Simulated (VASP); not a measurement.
CdS (Greenockite): single point with PBEsol

Crystal: CdS (Greenockite).

```
CELL_PARAMETERS angstrom
4.02765 0.00000 0.00000
-2.01382 3.48804 0.00000
0.00000 0.00000 6.56155
ATOMIC_POSITIONS crystal
Cd 0.66667 0.33333 0.49949
Cd 0.33333 0.66667 0.99949
S 0.66667 0.33333 0.87551
S 0.33333 0.66667 0.37551
```

```
Program             : VASP 6.6.1
Task                : single point
Functional          : PBEsol
Potentials or basis : VASP PAW PBE potentials, release 64 (Cd, S)
Cutoff              : 500 eV
k mesh              : 7 × 7 × 4
Occupations         : fermi-dirac, width 0.05 eV
Spin                : no spin polarisation
```

- Pressure: 5.5 GPa
- Band gap on the k mesh: 1.25 eV, direct

Levels at points of the mesh, in eV from the valence-band top:
```
           k point  band 16  band 17  band 18  band 19  band 20  band 21
(0.00, 0.00, 0.00)    -0.07     0.00     0.00     1.25     2.77     6.35
(0.00, 0.00, 0.50)    -0.46    -0.46    -0.46     2.90     2.90     6.14
```

It took 50 s on 1 thread of Intel Xeon 6975P-C (shared host), peak memory 0.21 GiB.

Caveat: the PAW data sets were made with another functional, which shifts forces and pressure a little. A hybrid or GW would open this gap; PBEsol tends to underestimate it.
